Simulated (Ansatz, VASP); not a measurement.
Two plane-wave programs on AlN

```
CELL_PARAMETERS angstrom
0.00000 2.20118 2.20118
2.20118 0.00000 2.20118
2.20118 2.20118 0.00000
ATOMIC_POSITIONS crystal
Al 0.00000 0.00000 0.00000
N 0.75000 0.75000 0.75000
```

Alike in both runs: functional PBE; k mesh 10 × 10 × 10; occupations gaussian, width 0.02 eV; no spin polarisation.

Ansatz relaxed the structure, and its values are those at the end. VASP's run is a single point on that final structure, the one shown.

```csv
,VASP,Ansatz
version,VASP 6.6.1,Ansatz 0.2.0
potentials or method,"VASP PAW PBE potentials, release 64 (Al, N)","scalar-relativistic, plane waves, norm-conserving pseudopotentials"
plane-wave cutoff (eV),600,1240
valence electrons in the cell,8,8
```

Ansatz gave:

```
gap on the k mesh at the Fermi level (eV) : 3.30
least direct gap on the mesh (eV)         : 3.98
pressure (GPa)                            : 0.0
```

Task: Estimate VASP's values.

Result: gap on the k mesh at the Fermi level (eV): 3.31; least direct gap on the mesh (eV): 3.99; pressure (GPa): -0.3.
